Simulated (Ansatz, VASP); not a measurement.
# ZnO: VASP beside Ansatz

```
CELL_PARAMETERS angstrom
0.00000 2.13377 2.13377
2.13377 0.00000 2.13377
2.13377 2.13377 0.00000
ATOMIC_POSITIONS crystal
Zn 0.00000 0.00000 0.00000
O 0.50000 0.50000 0.50000
```

Alike in both runs: task single point; functional HSE06; k mesh 4 × 4 × 4; occupations gaussian, width 0.001 eV; no spin polarisation.

|  | VASP | Ansatz |
| --- | --- | --- |
| version | VASP 6.6.1 | Ansatz 0.2.0 |
| potentials or method | VASP PAW PBE potentials, release 64 (Zn, O) | plane waves |
| plane-wave cutoff (eV) | 520 | 420 |
| valence electrons in the cell | 18 | 18 |

|  | VASP | Ansatz | Ansatz less VASP |
| --- | --- | --- | --- |
| gap on the k mesh at the Fermi level (eV) | 2.70 | 2.76 | +0.060 |
| pressure (GPa) | 2.4 | 0.9 | -1.50 |

Ansatz's warnings: stress exchange threshold loose, stress scf threshold loose.

The k mesh is coarse, so the values compare programs but aren't converged.
